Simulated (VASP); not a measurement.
# Sc (Im-3m) in VASP: single point with PBEsol

Aim: the single point of Sc with PBEsol.

Program: VASP 6.6.1. These are calculated values, not measurements. Logs are shortened: lines on timing, memory, paths and dates and some standing lists are left out, and cuts for length are marked.

## (1) The cell of the first run

It takes space group Im-3m (No. 229, cubic). The conventional cell has a = 3.633 Å, b = 3.633 Å, c = 3.633 Å, α = 90.00°, β = 90.00°, γ = 90.00°. Sc (site symmetry m-3m) has 14 Sc at 3.15 to 3.63 Å within 4.1 Å.

## (2) Single point, PBEsol

Input file INCAR:

```
PREC = Accurate
ENCUT = 520
EDIFF = 1E-6
ISMEAR = -1
SIGMA = 0.13605693000000002
LREAL = F
LASPH = T
NELM = 100
ALGO = Normal
ISIF = 2
LWAVE = F
LCHARG = T
GGA = PS
LELF = T
LVHAR = T
NBANDS = 12
```

Input file KPOINTS:

```
Automatic mesh
0
Gamma
  13 13 13
```

Input file POSCAR:

```
Sc
1.0
   -1.8167419471      1.8167419471      1.8167419471
    1.8167419471     -1.8167419471      1.8167419471
    1.8167419471      1.8167419471     -1.8167419471
Sc
1
Direct
    0.0000000000      0.0000000000      0.0000000000
```

Potentials or basis: VASP PAW PBE potentials, release 64 (Sc_sv).

On the command line:

```
$ cat potpaw_PBE.64/Sc_sv/POTCAR > POTCAR
$ mpirun -np 1 vasp_std > vasp.out
```

OUTCAR:

```text
PREC = Accurate
   ENCUT = 520
   EDIFF = 1E-6
   ISMEAR = -1
   LREAL = F
   LASPH = T
   NELM = 100
   ISIF = 2
   GGA = PS

 ion  position               nearest neighbor table
   1  0.000  0.000  0.000-

  LATTYP: Found a body centered cubic cell.
 ALAT       =     3.6334838942

  Lattice vectors:

 A1 = (  -1.8167419471,   1.8167419471,   1.8167419471)
 A2 = (   1.8167419471,  -1.8167419471,   1.8167419471)
 A3 = (   1.8167419471,   1.8167419471,  -1.8167419471)

Analysis of symmetry for initial positions (statically):
=====================================================================
 Subroutine PRICEL returns:
 Original cell was already a primitive cell.

 Routine SETGRP: Setting up the symmetry group for a
 body centered cubic supercell.

 Subroutine GETGRP returns: Found 48 space group operations
 (whereof 48 operations were pure point group operations)
 out of a pool of 48 trial point group operations.

The static configuration has the point symmetry O_h .

Analysis of symmetry for dynamics (positions and initial velocities):
=====================================================================
 Subroutine PRICEL returns:
 Original cell was already a primitive cell.

 Routine SETGRP: Setting up the symmetry group for a
 body centered cubic supercell.

 Subroutine GETGRP returns: Found 48 space group operations
 (whereof 48 operations were pure point group operations)
 out of a pool of 48 trial point group operations.

The dynamic configuration has the point symmetry O_h .

 Subroutine INISYM returns: Found 48 space group operations
 (whereof 48 operations are pure point group operations),
 and found     1 'primitive' translations

----------------------------------------------------------------------------------------

                                     Primitive cell

  volume of cell :      23.9850

  direct lattice vectors                    reciprocal lattice vectors
    -1.816741947  1.816741947  1.816741947     0.000000000  0.275217953  0.275217953
     1.816741947 -1.816741947  1.816741947     0.275217953  0.000000000  0.275217953
     1.816741947  1.816741947 -1.816741947     0.275217953  0.275217953  0.000000000

  length of vectors
     3.146689357  3.146689357  3.146689357     0.389216962  0.389216962  0.389216962

  position of ions in fractional coordinates (direct lattice)
     0.000000000  0.000000000  0.000000000

  ion indices of the primitive-cell ions
   primitive index   ion index
                 1           1

----------------------------------------------------------------------------------------

 KPOINTS: Automatic mesh

Automatic generation of k-mesh.
 Grid dimensions read from file:
 generate k-points for:   13   13   13

 Generating k-lattice:

  Cartesian coordinates                     Fractional coordinates (reciprocal lattice)
     0.000000000  0.021170612  0.021170612     0.076923077  0.000000000  0.000000000
     0.021170612  0.000000000  0.021170612     0.000000000  0.076923077  0.000000000
     0.021170612  0.021170612  0.000000000     0.000000000  0.000000000  0.076923077

  Length of vectors
     0.029939766  0.029939766  0.029939766

  Shift w.r.t. Gamma in fractional coordinates (k-lattice)
     0.000000000  0.000000000  0.000000000

 Subroutine IBZKPT returns following result:
 ===========================================

 Found     84 irreducible k-points:

 Following reciprocal coordinates:
            Coordinates               Weight
  0.000000  0.000000  0.000000      1.000000
  0.076923  0.000000  0.000000     12.000000
  0.153846  0.000000  0.000000     12.000000
  0.230769  0.000000  0.000000     12.000000
  0.307692  0.000000  0.000000     12.000000
  0.384615  0.000000  0.000000     12.000000
[... 16 lines left out ...]
  0.153846  0.076923  0.076923     24.000000
  0.230769  0.076923  0.076923     24.000000
 [... further k-points ...]
   k-points           NKPTS =     84   k-points in BZ     NKDIM =     84   number of bands    NBANDS=     12
   number of dos      NEDOS =    301   number of ions     NIONS =      1
   total plane-waves  NPLWV =  13824
   dimension x,y,z NGX =    24 NGY =   24 NGZ =   24
   dimension x,y,z NGXF=    48 NGYF=   48 NGZF=   48
   ions per type =               1
   NGX,Y,Z   is equivalent  to a cutoff of  12.68, 12.68, 12.68 a.u.
   NGXF,Y,Z  is equivalent  to a cutoff of  25.36, 25.36, 25.36 a.u.
 SYSTEM =  unknown system
   PREC   = accura    normal or accurate (medium, high low for compatibility)
   ISTART =      0    job   : 0-new  1-cont  2-samecut
   ICHARG =      2    charge: 1-file 2-atom 10-const
   ISPIN  =      1    spin polarized calculation?
   LNONCOLLINEAR =      F non collinear calculations
   LSORBIT =      F    spin-orbit coupling
   LASPH  =      T    aspherical Exc in radial PAW
   ENCUT  =  520.0 eV  38.22 Ry    6.18 a.u.   5.85  5.85  5.85*2*pi/ulx,y,z
   NELM   =    100;   NELMIN=  2; NELMDL= -5     # of ELM steps
   EDIFF  = 0.1E-05   stopping-criterion for ELM
   LREAL  =      F    real-space projection
   EDIFFG = 0.1E-04   stopping-criterion for IOM
   NSW    =      0    number of steps for IOM
   IBRION =     -1    ionic relax: 0-MD 1-quasi-New 2-CG
   NFREE  =      0    steps in history (QN), initial steepest desc. (CG)
   ISIF   =      2    stress and relaxation
   ISYM   =      2    0-nonsym 1-usesym 2-fastsym
   POTIM  = 0.5000    time-step for ionic-motion
   TEBEG  =    0.0;   TEEND  =   0.0 temperature during run
   PSTRESS=    0.0 pullay stress
   NELECT =      11.0000    total number of electrons
   NUPDOWN=      -1.0000    fix difference up-down
   EMIN   =  10.00;   EMAX   =-10.00  energy-range for DOS
   EFERMI =   0.00;   METHOD = LEGACY
   ISMEAR =    -1;   SIGMA  =   0.14  broadening in eV -4-tet -1-fermi 0-gaus
   EFERMI_NEDOS =   21; number of points for ismear=-14 and -15
   IALGO  =     38    algorithm
   IMIX   =      4    mixing-type and parameters
     AMIX     =   0.40;   BMIX     =  1.00
     AMIX_MAG =   1.60;   BMIX_MAG =  1.00
  volume/ion in A,a.u.               =      23.98       161.86
  Fermi-wavevector in a.u.,A,eV,Ry     =   1.262484  2.385748 21.685855  1.593865
  Thomas-Fermi vector in A             =   2.395890
   LORBIT       =      0    0 simple, 1 ext, 2 COOP (PROOUT), +10 PAW based schemes
   GGA     = PS    functional components
   LHFCALC =     F    Hartree Fock is set to
   AEXX    =    0.0000 exact exchange contribution
   IVDW    =     0    specifies the selected vdW correction
   LEPSILON=     F    determine dielectric tensor
   LRPA    =     F    only Hartree local field effects (RPA)
 non-spin polarized calculation
  energy-cutoff  :      520.00
  volume of cell :       23.98
 maximum number of plane-waves:       670
   NGX = 11   NGY = 11   NGZ = 11

 number of electron      11.0000004 magnetization

 Free energy of the ion-electron system (eV)
  ---------------------------------------------------
  ext. energy  EPLUGINS =         0.00000000
  ---------------------------------------------------
  free energy    TOTEN  =        -6.56732075 eV

  energy without entropy =       -6.42985948  energy(sigma->0) =       -6.49859011

 E-fermi :   3.8378     XC(G=0): -10.1041

 val. band max:        3.8324993555   @ k =   0.3077   0.3077   0.0000
 cond. band min:       3.8452977042   @ k =   0.2308   0.1538   0.1538
 fundamental gap:      0.0127983486
 Fermi energy:         3.8377809921

 k-point     1 :       0.0000    0.0000    0.0000
  band No.  band energies     occupation
      1     -45.4292      2.00000
      2     -23.9079      2.00000
      3     -23.9079      2.00000
      4     -23.9079      2.00000
      5      -1.4490      2.00000
      6       5.3381      0.00003
      7       5.3381      0.00003
      8       5.3381      0.00003
      9       6.8280      0.00000
     10       6.8280      0.00000
     11      18.1435      0.00000
     12      18.1435      0.00000

 k-point     2 :       0.0769    0.0000    0.0000
  band No.  band energies     occupation
      1     -45.4250      2.00000
      2     -23.9341      2.00000
      3     -23.9161      2.00000
      4     -23.9081      2.00000
      5      -1.2863      2.00000
      6       5.2559      0.00006
      7       5.3058      0.00004
      8       5.4600      0.00001
      9       6.7330      0.00000
     10       6.8325      0.00000
     11      17.9031      0.00000
     12      18.1210      0.00000

 k-point     3 :       0.1538    0.0000    0.0000
  band No.  band energies     occupation
      1     -45.4135      2.00000
      2     -24.0060      2.00000
      3     -23.9387      2.00000
      4     -23.9084      2.00000
      5      -0.8158      2.00000
      6       5.0380      0.00030
      7       5.1475      0.00013
      8       5.8140      0.00000
      9       6.5778      0.00000
     10       6.8527      0.00000
     11      17.0315      0.00000
     12      17.7818      0.00000

 k-point     4 :       0.2308    0.0000    0.0000
  band No.  band energies     occupation
      1     -45.3972      2.00000
      2     -24.1057      2.00000
      3     -23.9704      2.00000
      4     -23.9088      2.00000
      5      -0.0945      2.00000
      6       4.7518      0.00242
      7       4.8100      0.00158
      8       6.3621      0.00000
      9       6.5608      0.00000
     10       6.9011      0.00000
     11      15.5061      0.00000
     12      16.9188      0.00000

 k-point     5 :       0.3077    0.0000    0.0000
  band No.  band energies     occupation
      1     -45.3798      2.00000
      2     -24.2096      2.00000
      3     -24.0038      2.00000
      4     -23.9093      2.00000
      5       0.7631      2.00000
      6       4.4456      0.02270
      7       4.4704      0.01895
      8       6.6637      0.00000
      9       6.9806      0.00000
     10       7.0297      0.00000
     11      13.7416      0.00000
     12      15.9280      0.00000

 k-point     6 :       0.3846    0.0000    0.0000
  band No.  band energies     occupation
      1     -45.3654      2.00000
      2     -24.2944      2.00000
      3     -24.0313      2.00000
      4     -23.9098      2.00000
      5       1.5421      2.00000
      6       4.2520      0.09091
      7       4.2711      0.07947
      8       6.7661      0.00000
      9       7.0719      0.00000
     10       7.6838      0.00000
     11      12.1732      0.00000
     12      15.1339      0.00000

 k-point     7 :       0.4615    0.0000    0.0000
  band No.  band energies     occupation
      1     -45.3572      2.00000
      2     -24.3417      2.00000
      3     -24.0467      2.00000
      4     -23.9100      2.00000
      5       1.9697      2.00000
      6       4.1339      0.20372
      7       4.3394      0.04888
      8       6.7946      0.00000
      9       7.1355      0.00000
     10       8.1150      0.00000
     11      11.2060      0.00000
     12      14.6973      0.00000

 k-point     8 :       0.0769    0.0769    0.0000
  band No.  band energies     occupation
      1     -45.4172      2.00000
      2     -23.9836      2.00000
      3     -23.9249      2.00000
      4     -23.9144      2.00000
      5      -0.9693      2.00000
      6       5.1342      0.00015
      7       5.1733      0.00011
      8       5.7110      0.00000
      9       6.5847      0.00000
     10       6.8653      0.00000
     11      17.4249      0.00000
     12      17.8968      0.00000
[... 166 lines left out ...]
 k-point    20 :       0.3846    0.2308   -0.0000
  band No.  band energies     occupation
      1     -45.3493      2.00000
      2     -24.2763      2.00000
      3     -24.1314      2.00000
      4     -23.9564      2.00000
      5       2.8805      1.99824
      6       3.8056      1.11759
      7       3.9365      0.65236
      8       6.7965      0.00000
      9       7.1926      0.00000
     10       9.4080      0.00000
     11      10.8161      0.00000
     12      12.3510      0.00000

 k-point    21 :       0.3077    0.3077    0.0000
  band No.  band energies     occupation
      1     -45.3478      2.00000
      2     -24.2416      2.00000
      3     -24.1733      2.00000
      4     -23.9615      2.00000
      5       3.2337      1.97669
      6       3.5924      1.71706
      7       3.8325      1.01941
      8       6.9083      0.00000
      9       7.1003      0.00000
     10       9.9054      0.00000
     11      11.0650      0.00000
     12      11.2502      0.00000

 k-point    22 :       0.0769    0.0769    0.0769
  band No.  band energies     occupation
      1     -45.4068      2.00000
      2     -24.0555      2.00000
      3     -23.9265      2.00000
      4     -23.9265      2.00000
      5      -0.5144      2.00000
      6       4.8974      0.00083
      7       4.8974      0.00083
      8       6.1594      0.00000
      9       6.7290      0.00000
     10       6.7290      0.00000
     11      16.9242      0.00000
     12      16.9242      0.00000

 k-point    23 :       0.1538    0.0769    0.0769
  band No.  band energies     occupation
      1     -45.3920      2.00000
      2     -24.1394      2.00000
      3     -23.9597      2.00000
      4     -23.9286      2.00000
      5       0.1893      2.00000
      6       4.5784      0.00861
      7       4.5887      0.00798
      8       6.6744      0.00000
      9       6.7561      0.00000
     10       6.8705      0.00000
     11      15.5439      0.00000
     12      16.1617      0.00000

 k-point    24 :       0.2308    0.0769    0.0769
  band No.  band energies     occupation
      1     -45.3764      2.00000
      2     -24.2201      2.00000
      3     -24.0022      2.00000
      4     -23.9310      2.00000
      5       1.0383      2.00000
      6       4.2517      0.09108
      7       4.3166      0.05755
      8       6.7396      0.00000
      9       6.9921      0.00000
     10       7.4360      0.00000
     11      13.7837      0.00000
     12      15.3544      0.00000

 [... further k-points ...]
[... 5 lines left out ...]
  --------------------------------------------------------------------------------------
  -------------------------------------------------------------------------------------
  Total        0.0090316      0.0090316      0.0090316      0.0000000      0.0000000      0.0000000
  in kB        0.6033050      0.6033050      0.6033050      0.0000000      0.0000000      0.0000000
  external PRESSURE =       0.6033050 kB  Pullay stress =       0.0000000 kB

 VOLUME and BASIS-vectors are now :
 -----------------------------------------------------------------------------
  energy-cutoff  :      520.00
  volume of cell :       23.98
      direct lattice vectors                 reciprocal lattice vectors
    -1.816741947  1.816741947  1.816741947     0.000000000  0.275217953  0.275217953
     1.816741947 -1.816741947  1.816741947     0.275217953  0.000000000  0.275217953
     1.816741947  1.816741947 -1.816741947     0.275217953  0.275217953  0.000000000

 POSITION                                       TOTAL-FORCE (eV/Angst)
 -----------------------------------------------------------------------------------
      0.00000      0.00000      0.00000         0.000000      0.000000      0.000000
 -----------------------------------------------------------------------------------
    total drift:                                0.000000     -0.000000     -0.000000

  FREE ENERGIE OF THE ION-ELECTRON SYSTEM (eV)
  ---------------------------------------------------
  free  energy   TOTEN  =        -6.5673207460 eV

  energy  without entropy=       -6.4298594782  energy(sigma->0) =       -6.49859011
```

It took 27 s on 1 thread of Intel Xeon 8259CL, shared host; peak memory 0.15 GiB.

Results:

* Free energy: -6.5673 eV
* Pressure: 0.1 GPa

Caveat: the PAW data sets were made with another functional, which shifts forces and pressure a little.
